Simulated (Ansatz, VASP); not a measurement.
# Nb: VASP beside Ansatz

Contents of POSCAR:

```
Nb
1.0
    0.0000000000      2.2207500000      2.0621250000
    2.2207500000      0.0000000000      2.0621250000
    2.2207500000      2.2207500000      0.0000000000
Nb
1
Direct
    0.0000000000      0.0000000000      0.0000000000
```

INCAR.step1

```
SYSTEM = Nb
ALGO = Normal
EDIFF = 1E-4
ENCUT = 520
GGA = PE
ISMEAR = 0
LASPH = .TRUE.
LCHARG = .FALSE.
LREAL = .FALSE.
LWAVE = .TRUE.
NBANDS = 12
NELM = 100
PREC = Accurate
SIGMA = 0.15
```

INCAR.step2

```
SYSTEM = Nb
ALGO = Normal
EDIFF = 1E-7
ENCUT = 520
ISIF = 2
ISMEAR = 0
ISTART = 1
LASPH = .TRUE.
LCHARG = .FALSE.
LMIXTAU = .TRUE.
LREAL = .FALSE.
LWAVE = .FALSE.
METAGGA = R2SCAN
NBANDS = 12
NELM = 100
PREC = Accurate
SIGMA = 0.15
```

KPOINTS

```
k-points
0
G
  20 20 20
  0 0 0
```

Input for Ansatz:

```yaml
crystal:
  lattice:
    - [0.0, 2.22075, 2.062125]
    - [2.22075, 0.0, 2.062125]
    - [2.22075, 2.22075, 0.0]
  atoms:
    - { symbol: Nb, position: [0.0, 0.0, 0.0] }
basis:
  ecutwfc: 500
kpoints:
  mp_grid: { grid: [20, 20, 20] }
hamiltonian:
  xc: r2scan
scf:
  occupations: { method: gaussian, width: 0.15 }
output:
  forces: true
  stress: true
  eigenvalues: true
```

Change from the starting cell: strain +0.050 along x and y, -0.025 along z, atoms carried along.

Alike in both runs: task single point; functional r2SCAN; k mesh 20 × 20 × 20; occupations gaussian, width 0.15 eV; no spin polarisation.

```csv
,VASP,Ansatz
version,VASP 6.6.1,Ansatz 0.2.0
potentials or method,"VASP PAW PBE potentials, release 64 (Nb_sv), cutoff 520 eV","scalar-relativistic, plane waves, PAW"
valence electrons in the cell,13,13
```

```tsv
	VASP	Ansatz	Ansatz less VASP
gap on the k mesh at the Fermi level (eV)	none	none	-
pressure (GPa)	-13.3	-13.1	+0.18
traceless stress, the component that is largest in VASP (GPa)	-8.30	-8.33	-0.036
```

VASP's potentials were made for PBE, not for r2SCAN. A gap of «none» marks a metal or a gap that the smearing closes.
